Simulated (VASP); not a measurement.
Here is a VASP 6.6.1 calculation.

File POSCAR:

```
HfO2
1.0
    0.0000000000      2.4533068497      2.5593117769
    2.4533068497      0.0000000000      2.5593117769
    2.4533068497      2.4533068497      0.0000000000
Hf O
1 2
Direct
    0.0000000000      0.0000000000      0.0000000000
    0.2500000000      0.2500000000      0.2500000000
    0.7500000000      0.7500000000      0.7500000000
```

INCAR.step1

```
PREC = Accurate ; ENCUT = 500
EDIFF = 1E-8 ; ISMEAR = 0
SIGMA = 0.01 ; LREAL = F
LASPH = T ; NELM = 80
ALGO = Normal ; LWAVE = T
LCHARG = F ; GGA = PE
```

INCAR.step2

```
PREC = Accurate ; ENCUT = 500
EDIFF = 1E-8 ; ISMEAR = 0
SIGMA = 0.01 ; LREAL = F
LASPH = T ; NELM = 1
ALGO = Exact ; LWAVE = T
LCHARG = F ; GGA = PE
NBANDS = 140 ; LOPTICS = T
ISTART = 1
```

The input INCAR.step3:

```
PREC = Accurate ; ENCUT = 500
EDIFF = 1E-8 ; ISMEAR = 0
SIGMA = 0.01 ; LREAL = F
LASPH = T ; ALGO = EVGW0
LWAVE = F ; LCHARG = F
GGA = PE ; NELMGW = 1
NBANDS = 140 ; ENCUTGW = 150.0
NOMEGA = 96 ; PRECFOCK = Fast
ISTART = 1 ; NBANDSGW = 20
OMEGAMAX = 20
```

Contents of KPOINTS:

```
Automatic mesh
0
Gamma
  6 6 6
```

Potentials or basis: VASP PAW PBE potentials, release 64 (Hf_sv_GW, O_GW).

Run with:

```sh
$ cat potpaw_PBE.64/Hf_sv_GW/POTCAR potpaw_PBE.64/O_GW/POTCAR > POTCAR
$ cp INCAR.step1 INCAR
$ mpirun -np 1 vasp_std > vasp.out
$ cp INCAR.step2 INCAR
$ mpirun -np 1 vasp_std > vasp.out
$ cp INCAR.step3 INCAR
$ mpirun -np 1 vasp_std > vasp.out
```

(1) Predict the quasiparticle gap.

(2) What does it give for the least direct quasiparticle gap?

(3) What does it give for the band gap of the starting levels on the mesh?

Answers

(1) 4.89 eV.

(2) 4.94 eV.

(3) 3.48 eV.

Caveat: the k points lie up to 0.36 Å⁻¹ apart; bands, screening cutoff and mesh are small and nothing is extrapolated, so the quasiparticle values aren't converged; spin-orbit coupling is left out, which moves the levels of the heavy elements.
